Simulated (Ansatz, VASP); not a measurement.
Two plane-wave programs on Hf

```
CELL_PARAMETERS angstrom
3.31657 0.00000 0.00000
-1.65829 2.87224 0.00000
0.00000 0.00000 5.05780
ATOMIC_POSITIONS crystal
Hf 0.33333 0.66667 0.25000
Hf 0.66667 0.33333 0.75000
```

Change from the starting cell: strain +0.0375 x Voigt [1, 1, 0, 0, 0, 0], atoms carried along.

Alike in both runs: task single point; functional PBE; k mesh 18 × 18 × 10; occupations gaussian, width 0.15 eV; no spin polarisation.

|  | VASP | Ansatz |
| --- | --- | --- |
| version | VASP 6.6.1 | Ansatz 0.2.0 |
| potentials or method | VASP PAW PBE potentials, release 64 (Hf_pv), cutoff 520 eV | scalar-relativistic, plane waves, PAW |
| valence electrons in the cell | 20 | 52 |

Ansatz gave:

```
gap on the k mesh at the Fermi level (eV)                     : none
pressure (GPa)                                                : -6.2
traceless stress, the component that is largest in VASP (GPa) : 2.46
```

Question: Estimate VASP's values.

Answer: gap on the k mesh at the Fermi level (eV): none; pressure (GPa): -6.7; traceless stress, the component that is largest in VASP (GPa): 2.39.

A gap of «none» marks a metal or a gap that the smearing closes. VASP's potentials hold 20 valence electrons a cell and Ansatz's 52, so a difference there can come from the potentials and not from the codes.

Neither program's run includes spin-orbit coupling.
